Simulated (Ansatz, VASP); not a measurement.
## AlIn in VASP and in Ansatz

File INCAR:

```
SYSTEM = AlIn
PREC     = Accurate       ! precision mode
ENCUT    = 520            ! plane-wave cutoff, eV
EDIFF    = 1E-6           ! SCF threshold, eV
ISMEAR   = -1             ! smearing method
SIGMA    = 0.05           ! smearing width, eV
LREAL    = .FALSE.        ! projectors in reciprocal space
LASPH    = .TRUE.         ! aspherical terms in the spheres
NELM     = 80             ! most SCF steps
ALGO     = Normal         ! electronic algorithm
ISIF     = 2              ! what is computed and relaxed
LWAVE    = .FALSE.        ! write WAVECAR
LCHARG   = .TRUE.         ! write CHGCAR
GGA      = PE             ! functional
LELF     = .TRUE.         ! ELF
LVHAR    = .TRUE.       
NBANDS   = 15             ! bands
```

Contents of KPOINTS:

```
regular mesh
0
G
  10 10 5
  0 0 0
```

The input POSCAR:

```
AlIn
1.0
    2.9917833222      0.0000000000      0.0000000000
   -1.4958965590      2.5909660741      0.0000000000
    0.0000000000      0.0000000000      5.7090474333
Al In
1 1
Direct
    0.0000000000      0.0000000000      0.0000000000
    0.0000000000      0.0000000000      0.5000000000
```

File input.yaml:

```yaml
crystal:
  lattice:
    - [2.9917833222, 0.0, 0.0]
    - [-1.495896559, 2.5909660741, 0.0]
    - [0.0, 0.0, 5.7090474333]
  atoms:
    - { symbol: Al, position: [0.0, 0.0, 0.0] }
    - { symbol: In, position: [0.0, 0.0, 0.5] }
kpoints:
  mp_grid: { grid: [10, 10, 5] }
scf:
  occupations: { method: fermi_dirac, width: 0.05 }
hamiltonian:
  xc: pbe
  pseudopotentials: { kind: all_electron, lapw: { basis_error: 0.0005 } }
output:
  forces: true
  stress: true
  eigenvalues: true
```

Change from the starting cell: volume scaled by 0.94.

Alike in both runs: task single point; functional PBE; k mesh 10 × 10 × 5; occupations fermi-dirac, width 0.05 eV; no spin polarisation.

```csv
,VASP,Ansatz
version,VASP 6.6.1,Ansatz 0.2.0
potentials or method,"VASP PAW PBE potentials, release 64 (Al, In_d), cutoff 520 eV","all-electron LAPW, scalar-relativistic"
```

Ansatz gave:

| Item | Value |
| --- | --- |
| gap on the k mesh at the Fermi level (eV) | none |
| pressure (GPa) | 3.3 |
| traceless stress, the component that is largest in VASP (GPa) | -0.72 |

Q: Which values does VASP return?

A: gap on the k mesh at the Fermi level (eV): none; pressure (GPa): 3.3; traceless stress, the component that is largest in VASP (GPa): -0.73.

A gap of «none» marks a metal or a gap that the smearing closes. Ansatz ran all-electron here, and VASP with PAW potentials.
